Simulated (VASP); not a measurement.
# Al2Cu (I4/mcm) in VASP: notebook

Runs on Al2Cu. Level: PBE. Tasks: single point.

Everything below comes from runs of VASP 6.6.1. Logs are shortened: lines on timing, memory, paths and dates and some standing lists are left out, and cuts for length are marked.

## (1) The cell of the first run

Symmetry: I4/mcm, No. 140, tetragonal system. The conventional cell has a = 6.234 Å, b = 6.234 Å, c = 4.638 Å, α = 90.00°, β = 90.00°, γ = 90.00°. Al (site symmetry m2m) has 4 Cu at 2.62 Å and 11 Al at 2.80 to 3.32 Å within 3.5 Å. Within 3.1 Å of Cu (site symmetry 422) lie 2 Cu at 2.32 Å and 8 Al at 2.62 Å.

## (2) Single point, PBE

INCAR

```
ALGO = Fast
EDIFF = 1E-6
ENCUT = 520
GGA = PE
ISIF = 2
ISMEAR = 0
LASPH = True
LCHARG = False
LREAL = False
LWAVE = False
NBANDS = 26
NELM = 80
PREC = Accurate
SIGMA = 0.15
```

KPOINTS

```
k-points
0
Gamma
  10 10 10
```

POSCAR

```
Al2Cu
1.0
   -3.1169500000      3.1169500000      2.3192000000
    3.1169500000     -3.1169500000      2.3192000000
    3.1169500000      3.1169500000     -2.3192000000
Al Cu
4 2
Direct
    0.1587211657      0.6587211657      0.8174423314
    0.6587211657      0.8412788343      0.5000000000
    0.8412788343      0.3412788343      0.1825576686
    0.3412788343      0.1587211657      0.5000000000
    0.7500000000      0.7500000000      0.0000000000
    0.2500000000      0.2500000000      0.0000000000
```

Potentials or basis: VASP PAW PBE potentials, release 64 (Al, Cu).

On the command line:

```sh
> cat potpaw_PBE.64/Al/POTCAR potpaw_PBE.64/Cu/POTCAR > POTCAR
> mpirun -np 1 vasp_std > vasp.out
```

OUTCAR:

```text
EDIFF = 1E-6
   ENCUT = 520
   GGA = PE
   ISIF = 2
   ISMEAR = 0
   LASPH = True
   LREAL = False
   NELM = 80
   PREC = Accurate

 ion  position               nearest neighbor table
   1  0.159  0.659  0.817-   5 2.62   6 2.62   5 2.62   6 2.62   3 2.80   3 2.82   3 2.82   2 3.05
                             4 3.05   4 3.05   2 3.05   4 3.32   2 3.32   2 3.32   4 3.32
   2  0.659  0.841  0.500-   6 2.62   6 2.62   5 2.62   5 2.62   4 2.80   4 2.82   4 2.82   1 3.05
                             3 3.05   1 3.05   3 3.05   1 3.32   3 3.32   1 3.32   3 3.32
   3  0.841  0.341  0.183-   5 2.62   6 2.62   5 2.62   6 2.62   1 2.80   1 2.82   1 2.82   4 3.05
                             2 3.05   2 3.05   4 3.05   2 3.32   4 3.32   4 3.32   2 3.32
   4  0.341  0.159  0.500-   5 2.62   5 2.62   6 2.62   6 2.62   2 2.80   2 2.82   2 2.82   1 3.05
                             3 3.05   1 3.05   3 3.05   1 3.32   3 3.32   3 3.32   1 3.32
   5  0.750  0.750  0.000-   6 2.32   6 2.32   4 2.62   4 2.62   3 2.62   3 2.62   2 2.62   1 2.62
                             1 2.62   2 2.62
   6  0.250  0.250  0.000-   5 2.32   5 2.32   2 2.62   2 2.62   4 2.62   3 2.62   4 2.62   1 2.62
                             1 2.62   3 2.62

  LATTYP: Found a body centered tetragonal cell.
 ALAT       =     6.2339000000
 C/A-ratio  =     0.7440607004

  Lattice vectors:

 A1 = (  -3.1169500000,   3.1169500000,   2.3192000000)
 A2 = (   3.1169500000,  -3.1169500000,   2.3192000000)
 A3 = (   3.1169500000,   3.1169500000,  -2.3192000000)

Analysis of symmetry for initial positions (statically):
=====================================================================
 Subroutine PRICEL returns:
 Original cell was already a primitive cell.

 Routine SETGRP: Setting up the symmetry group for a
 body centered tetragonal supercell.

 Subroutine GETGRP returns: Found 16 space group operations
 (whereof  8 operations were pure point group operations)
 out of a pool of 16 trial point group operations.

The static configuration has the point symmetry C_4h.
 The point group associated with its full space group is D_4h.

Analysis of symmetry for dynamics (positions and initial velocities):
=====================================================================
 Subroutine PRICEL returns:
 Original cell was already a primitive cell.

 Routine SETGRP: Setting up the symmetry group for a
 body centered tetragonal supercell.

 Subroutine GETGRP returns: Found 16 space group operations
 (whereof  8 operations were pure point group operations)
 out of a pool of 16 trial point group operations.

The dynamic configuration has the point symmetry C_4h.
 The point group associated with its full space group is D_4h.

 Subroutine INISYM returns: Found 16 space group operations
 (whereof  8 operations are pure point group operations),
 and found     1 'primitive' translations

----------------------------------------------------------------------------------------

                                     Primitive cell

  volume of cell :      90.1276

  direct lattice vectors                    reciprocal lattice vectors
    -3.116950000  3.116950000  2.319200000     0.000000000  0.160413224  0.215591583
     3.116950000 -3.116950000  2.319200000     0.160413224  0.000000000  0.215591583
     3.116950000  3.116950000 -2.319200000     0.160413224  0.160413224  0.000000000

  length of vectors
     4.980907874  4.980907874  4.980907874     0.268723154  0.268723154  0.226858558

  position of ions in fractional coordinates (direct lattice)
     0.158721166  0.658721166  0.817442331
     0.658721166  0.841278834  0.500000000
     0.841278834  0.341278834  0.182557669
     0.341278834  0.158721166  0.500000000
     0.750000000  0.750000000  0.000000000
     0.250000000  0.250000000  0.000000000

  ion indices of the primitive-cell ions
   primitive index   ion index
                 1           1
                 2           2
                 3           3
                 4           4
                 5           5
                 6           6

----------------------------------------------------------------------------------------

 KPOINTS: k-points

Automatic generation of k-mesh.
 Grid dimensions read from file:
 generate k-points for:   10   10   10

 Generating k-lattice:

  Cartesian coordinates                     Fractional coordinates (reciprocal lattice)
     0.000000000  0.016041322  0.021559158     0.100000000  0.000000000 -0.000000000
     0.016041322  0.000000000  0.021559158     0.000000000  0.100000000 -0.000000000
     0.016041322  0.016041322  0.000000000     0.000000000  0.000000000  0.100000000

  Length of vectors
     0.026872315  0.026872315  0.022685856

  Shift w.r.t. Gamma in fractional coordinates (k-lattice)
     0.000000000  0.000000000  0.000000000

 Subroutine IBZKPT returns following result:
 ===========================================

 Found    102 irreducible k-points:

 Following reciprocal coordinates:
            Coordinates               Weight
  0.000000  0.000000  0.000000      1.000000
  0.100000  0.000000 -0.000000      8.000000
  0.200000  0.000000 -0.000000      8.000000
  0.300000  0.000000  0.000000      8.000000
  0.400000 -0.000000  0.000000      8.000000
  0.500000  0.000000 -0.000000      4.000000
[... 16 lines left out ...]
  0.300000  0.300000  0.000000      8.000000
  0.400000  0.300000  0.000000     16.000000
 [... further k-points ...]
   k-points           NKPTS =    102   k-points in BZ     NKDIM =    102   number of bands    NBANDS=     26
   number of dos      NEDOS =    301   number of ions     NIONS =      6
   total plane-waves  NPLWV =  64000
   dimension x,y,z NGX =    40 NGY =   40 NGZ =   40
   dimension x,y,z NGXF=    80 NGYF=   80 NGZF=   80
   ions per type =               4   2
   NGX,Y,Z   is equivalent  to a cutoff of  13.35, 13.35, 13.35 a.u.
   NGXF,Y,Z  is equivalent  to a cutoff of  26.70, 26.70, 26.70 a.u.
 SYSTEM =  unknown system
   PREC   = accura    normal or accurate (medium, high low for compatibility)
   ISTART =      0    job   : 0-new  1-cont  2-samecut
   ICHARG =      2    charge: 1-file 2-atom 10-const
   ISPIN  =      1    spin polarized calculation?
   LNONCOLLINEAR =      F non collinear calculations
   LSORBIT =      F    spin-orbit coupling
   LASPH  =      T    aspherical Exc in radial PAW
   ENCUT  =  520.0 eV  38.22 Ry    6.18 a.u.   9.26  9.26  9.26*2*pi/ulx,y,z
   NELM   =     80;   NELMIN=  2; NELMDL= -5     # of ELM steps
   EDIFF  = 0.1E-05   stopping-criterion for ELM
   LREAL  =      F    real-space projection
   EDIFFG = 0.1E-04   stopping-criterion for IOM
   NSW    =      0    number of steps for IOM
   IBRION =     -1    ionic relax: 0-MD 1-quasi-New 2-CG
   NFREE  =      0    steps in history (QN), initial steepest desc. (CG)
   ISIF   =      2    stress and relaxation
   ISYM   =      2    0-nonsym 1-usesym 2-fastsym
   POTIM  = 0.5000    time-step for ionic-motion
   TEBEG  =    0.0;   TEEND  =   0.0 temperature during run
   PSTRESS=    0.0 pullay stress
   NELECT =      34.0000    total number of electrons
   NUPDOWN=      -1.0000    fix difference up-down
   EMIN   =  10.00;   EMAX   =-10.00  energy-range for DOS
   EFERMI =   0.00;   METHOD = LEGACY
   ISMEAR =     0;   SIGMA  =   0.15  broadening in eV -4-tet -1-fermi 0-gaus
   EFERMI_NEDOS =   21; number of points for ismear=-14 and -15
   IALGO  =     68    algorithm
   IMIX   =      4    mixing-type and parameters
     AMIX     =   0.40;   BMIX     =  1.00
     AMIX_MAG =   1.60;   BMIX_MAG =  1.00
  volume/ion in A,a.u.               =      15.02       101.37
  Fermi-wavevector in a.u.,A,eV,Ry     =   1.182901  2.235359 19.038027  1.399256
  Thomas-Fermi vector in A             =   2.319146
   LORBIT       =      0    0 simple, 1 ext, 2 COOP (PROOUT), +10 PAW based schemes
   GGA     = PE    functional components
   LHFCALC =     F    Hartree Fock is set to
   AEXX    =    0.0000 exact exchange contribution
   IVDW    =     0    specifies the selected vdW correction
   LEPSILON=     F    determine dielectric tensor
   LRPA    =     F    only Hartree local field effects (RPA)
 non-spin polarized calculation
 RMM-DIIS sequential band-by-band and
 Gauss-broadening in eV      SIGMA  =   0.15
  energy-cutoff  :      520.00
  volume of cell :       90.13
 maximum number of plane-waves:      2453
 NGX is ok and might be reduce to    40
   NGX = 19   NGY = 19   NGZ = 19

 number of electron      34.0000025 magnetization

 Free energy of the ion-electron system (eV)
  ---------------------------------------------------
  ext. energy  EPLUGINS =         0.00000000
  ---------------------------------------------------
  free energy    TOTEN  =       -23.21988666 eV

  energy without entropy =      -23.19446279  energy(sigma->0) =      -23.20717472

 E-fermi :   7.9966     XC(G=0): -10.8213

 val. band max:        7.9949722699   @ k =  -0.3000   0.1000   0.0000
 cond. band min:       8.0081986193   @ k =  -0.3000   0.3000   0.2000
 fundamental gap:      0.0132263494
 Fermi energy:         7.9965723277

 k-point     1 :       0.0000    0.0000    0.0000
  band No.  band energies     occupation
      1      -2.8033      2.00000
      2       2.4959      2.00000
      3       2.6268      2.00000
      4       2.8500      2.00000
      5       2.8500      2.00000
      6       3.7061      2.00000
[... 18 lines left out ...]
     25      12.3380      0.00000
     26      13.1594      0.00000

 k-point     2 :       0.1000    0.0000   -0.0000
  band No.  band energies     occupation
      1      -2.6944      2.00000
      2       2.4825      2.00000
      3       2.6593      2.00000
      4       2.8345      2.00000
      5       2.8463      2.00000
      6       3.6838      2.00000
[... 18 lines left out ...]
     25      12.4571      0.00000
[... 608 lines left out ...]
     25      14.6965      0.00000
     26      15.5186      0.00000

 k-point    24 :       0.4000    0.3000    0.0000
  band No.  band energies     occupation
      1      -0.4876      2.00000
      2       0.2344      2.00000
      3       1.3411      2.00000
      4       2.7737      2.00000
      5       3.1013      2.00000
      6       3.3320      2.00000
[... 18 lines left out ...]
     25      14.0819      0.00000
     26      14.6008      0.00000

 [... further k-points ...]

------------------------ aborting loop because EDIFF is reached ----------------------------------------

  FORCE on cell =-STRESS in cart. coord.  units (eV):
  Direction    XX          YY          ZZ          XY          YZ          ZX
  --------------------------------------------------------------------------------------
  -------------------------------------------------------------------------------------
  Total       -2.2604447     -2.2604447      4.5515895      0.0000000      0.0000000      0.0000000
  in kB      -40.1833935    -40.1833935     80.9125339      0.0000000      0.0000000      0.0000000
  external PRESSURE =       0.1819157 kB  Pullay stress =       0.0000000 kB

 VOLUME and BASIS-vectors are now :
 -----------------------------------------------------------------------------
  energy-cutoff  :      520.00
  volume of cell :       90.13
      direct lattice vectors                 reciprocal lattice vectors
    -3.116950000  3.116950000  2.319200000     0.000000000  0.160413224  0.215591583
     3.116950000 -3.116950000  2.319200000     0.160413224  0.000000000  0.215591583
     3.116950000  3.116950000 -2.319200000     0.160413224  0.160413224  0.000000000

 POSITION                                       TOTAL-FORCE (eV/Angst)
 -----------------------------------------------------------------------------------
      4.10640      0.98945      0.00000        -0.135455     -0.135455      0.000000
      2.12750      0.98945      2.31920         0.135455     -0.135455      0.000000
     -0.98945      2.12750      2.31920         0.135455      0.135455     -0.000000
      0.98945      2.12750      0.00000        -0.135455      0.135455     -0.000000
      0.00000      0.00000      3.47880        -0.000000      0.000000     -0.000000
      0.00000      0.00000      1.15960        -0.000000     -0.000000     -0.000000
 -----------------------------------------------------------------------------------
    total drift:                               -0.000000     -0.000000      0.000000

  FREE ENERGIE OF THE ION-ELECTRON SYSTEM (eV)
  ---------------------------------------------------
  free  energy   TOTEN  =       -23.2198866606 eV

  energy  without entropy=      -23.1944627866  energy(sigma->0) =      -23.20717472
```

Run time: 7.4 min. Hardware: 1 thread of AMD EPYC 7R13 (Zen 3), shared host; peak memory 0.34 GiB.

Results:

| Quantity | Value |
| --- | --- |
| Free energy | -23.2199 eV |
| Pressure | 0.0 GPa |
| Largest force | 0.192 eV/Å |
| Band gap on the k mesh | zero (bands 17 and 18 overlap by 4.81 eV) |

Forces on the atoms (eV/Å):
```
Al  -0.135 -0.135  0.000
Al   0.135 -0.135  0.000
Al   0.135  0.135  0.000
Al  -0.135  0.135  0.000
Cu   0.000  0.000  0.000
Cu   0.000  0.000  0.000
```

Caveat: the stress differs along the axes, from -4 to 8 GPa.

## (3) Single point, PBE

INCAR

```
SYSTEM = Al2Cu
ALGO = Fast
EDIFF = 1E-6
ENCUT = 520
GGA = PE
ISIF = 2
ISMEAR = 0
LASPH = .TRUE.
LCHARG = .FALSE.
LREAL = .FALSE.
LWAVE = .FALSE.
NBANDS = 26
NELM = 80
PREC = Accurate
SIGMA = 0.15
```

KPOINTS

```
k-points
0
G
  10 10 10
  0 0 0
```

Changes to POSCAR since step 2:

```diff
@@ -2,5 +2,5 @@
 1.0
-   -3.1169500000      3.1169500000      2.3192000000
-    3.1169500000     -3.1169500000      2.3192000000
-    3.1169500000      3.1169500000     -2.3192000000
+   -2.9959000000      2.9959000000      2.5145000000
+    2.9959000000     -2.9959000000      2.5145000000
+    2.9959000000      2.9959000000     -2.5145000000
 Al Cu
```

Potentials or basis: VASP PAW PBE potentials, release 64 (Al, Cu).

On the command line:

```sh
> cat potpaw_PBE.64/Al/POTCAR potpaw_PBE.64/Cu/POTCAR > POTCAR
> mpirun -np 1 vasp_std > vasp.out
```

It took 5.9 min on 1 thread of AMD EPYC 7R13 (Zen 3), shared host; peak memory 0.34 GiB.

It converged, with:

```yaml
Free_energy: -23.3596 eV
Pressure: -0.6 GPa
Largest_force: 0.102 eV/Å
Band_gap_on_the_k_mesh: zero (bands 17 and 18 overlap by 3.92 eV)
```

Forces on the atoms (eV/Å):
```
Al   0.072  0.072  0.000
Al  -0.072  0.072  0.000
Al  -0.072 -0.072  0.000
Al   0.072 -0.072  0.000
Cu   0.000  0.000  0.000
Cu   0.000  0.000  0.000
```

Stress tensor (GPa, compression positive):
```
 0.88  0.00  0.00
 0.00  0.88  0.00
 0.00  0.00 -3.65
```

Levels at points of the mesh, in eV from the Fermi level:
| k point | band 13 | band 14 | band 15 | band 16 | band 17 | band 18 | band 19 | band 20 | band 21 | band 22 |
| --- | --- | --- | --- | --- | --- | --- | --- | --- | --- | --- |
| (0.00, 0.00, 0.00) | -2.65 | -1.69 | -1.53 | -1.24 | -1.24 | -0.93 | -0.33 | 0.11 | 1.20 | 1.20 |
| (0.50, 0.00, 0.00) | -2.98 | -2.98 | -2.52 | -2.52 | 0.39 | 0.39 | 3.81 | 3.81 | 4.34 | 4.34 |
| (0.50, 0.50, 0.00) | -3.08 | -2.86 | -1.35 | -1.14 | -0.87 | -0.83 | 1.07 | 1.56 | 4.76 | 4.78 |
| (0.50, 0.50, 0.50) | -3.26 | -3.26 | -3.21 | -1.94 | 2.40 | 2.97 | 2.97 | 3.45 | 3.81 | 4.48 |

(Part 1 of 2 ends here.)
